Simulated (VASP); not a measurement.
Wanted: the native input for a VASP 6.6.1 run.

```yaml
Task: single point
Functional: PBEsol
Potentials_or_basis: VASP PAW PBE potentials, release 64 (Mn_pv, O)
Cutoff: 520 eV
k_mesh: 12 × 12 × 12
Occupations: gaussian, width 0.05 eV
Spin: collinear spin, ferromagnetic start
Starting_moments: "[4.64, 0.0] μB"
Hubbard_terms: Mn d U = 1.9 eV
Dipole_correction: no
Further_INCAR_settings: ALGO = Normal; EDIFF = 1e-06; NBANDS = 20
```

The structure of MnO lies in POSCAR:

```
MnO
1.0
    0.0000000000      2.2220003343      2.2220003343
    2.2220003343      0.0000000000      2.2220003343
    2.2220003343      2.2220003343      0.0000000000
Mn O
1 1
Direct
    0.0000000000      0.0000000000      0.0000000000
    0.5000000000      0.5000000000      0.5000000000
```

The input as run:

INCAR

```
SYSTEM = MnO
PREC     = Accurate       ! precision mode
ENCUT    = 520            ! plane-wave cutoff, eV
EDIFF    = 1E-6           ! SCF threshold, eV
ISMEAR   = 0              ! smearing method
SIGMA    = 0.05           ! smearing width, eV
LREAL    = .False.        ! projectors in reciprocal space
LASPH    = .True.         ! aspherical terms in the spheres
NELM     = 150            ! most SCF steps
ALGO     = Normal         ! electronic algorithm
ISIF     = 2              ! what is computed and relaxed
LWAVE    = .False.        ! write WAVECAR
LCHARG   = .False.        ! write CHGCAR
ISPIN    = 2              ! spin polarisation
MAGMOM   = 4.64 0         ! initial moments
LORBIT   = 11             ! projections on sites
LMAXMIX  = 4              ! l up to which the mixer works
LDAU     = .True.         ! DFT+U
LDAUTYPE = 2            
LDAUL    = 2 -1           ! shell
LDAUU    = 1.9 0          ! U, eV
LDAUJ    = 0 0          
LDAUPRINT= 1            
GGA      = PS             ! functional
NBANDS   = 20             ! bands
```

KPOINTS

```
Automatic mesh
0
Gamma
  12 12 12
  0 0 0
```

Potentials or basis: VASP PAW PBE potentials, release 64 (Mn_pv, O).

Run with:

```bash
$ cat potpaw_PBE.64/Mn_pv/POTCAR potpaw_PBE.64/O/POTCAR > POTCAR
$ mpirun -np 1 vasp_std > vasp.out
```

Results of the run:

| Property | Result |
| --- | --- |
| Pressure | 0.0 GPa |
| Band gap on the k mesh | zero (filled and empty bands overlap) |
| Net moment | 5.00 μB per cell |
| Site moments | Mn +4.55; O +0.20 μB |
| Valence electrons inside the program's atomic spheres | Mn 11.36; O 4.97 |

Caveat: the PAW data sets were made with another functional, which shifts forces and pressure a little; a cell with one magnetic atom can't hold antiferromagnetic order, which such compounds often take.

Wall time 32 s on 1 thread of Intel(R) Xeon(R) Platinum 8488C (Sapphire Rapids) (shared host), peak memory 0.17 GiB.
